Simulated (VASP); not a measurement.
Write the native input for VASP 6.6.1 that does the following.

```
Task                   : relaxation of cell and atoms
Functional             : BLYP
Potentials or basis    : VASP PAW PBE potentials, release 64 (B)
Cutoff                 : 600 eV
k mesh                 : 17 × 17 × 9
Occupations            : fermi-dirac, width 0.1 eV
Spin                   : no spin polarisation
Dipole correction      : no
Further INCAR settings : ALGO = Normal; EDIFF = 1e-06; IBRION = 2; EDIFFG = -0.01; NSW = 80; ISIF = 3
```

The structure of B lies in POSCAR:

```
B
1.0
    2.1005919712      0.0000000000      0.0000000000
   -1.0502959856      1.8191660100      0.0000000000
    0.0000000000      0.0000000000      3.4302666889
B
2
Direct
    0.3333333333      0.6666666667      0.2500000000
    0.6666666667      0.3333333333      0.7500000000
```

This isn't the form of B at room conditions, which is rhombohedral.

One way to write it, as run:

INCAR

```
AGGAC = 1.0
AGGAX = 1.0
ALDAC = 0.0
ALDAX = 1.0
ALGO = Normal
EDIFF = 1E-6
EDIFFG = -0.01
ENCUT = 600
GGA = B5
IBRION = 2
ISIF = 3
ISMEAR = -1
LASPH = T
LCHARG = F
LREAL = F
LWAVE = F
NELM = 100
NSW = 80
PREC = Accurate
SIGMA = 0.1
```

KPOINTS

```
k-points
0
Gamma
  17 17 9
```

Potentials or basis: VASP PAW PBE potentials, release 64 (B).

Launch:

```console
$ cat potpaw_PBE.64/B/POTCAR > POTCAR
$ mpirun -np 1 vasp_std > vasp.out
```

It gave:

```json
{
  "Relaxed volume": "8.00 Å³/atom",
  "Relaxed cell": "a = 1.715 Å, b = 1.715 Å, c = 6.282 Å, α = 90.00°, β = 90.00°, γ = 120.00°",
  "Space group after relaxing (to 0.1 Å)": "P6_3/mmc (No. 194)",
  "Energy gained by relaxing": "1070.7 meV/atom",
  "Ionic steps": "27",
  "Pressure after relaxing": "0.0 GPa",
  "Band gap on the k mesh": "zero (bands 3 and 4 overlap by 9.87 eV)"
}
```

Caveat: the volume moved by over 15 % at a fixed basis, so the end points are rough; the PAW data sets were made with another functional, which shifts forces and pressure a little; this functional lacks dispersion, which binds the layers, so the pressure and a relaxed spacing across them are unreliable.

Run time: 6.4 min on 1 thread of Intel Xeon 8259CL, on a shared host, peak memory 0.13 GiB.
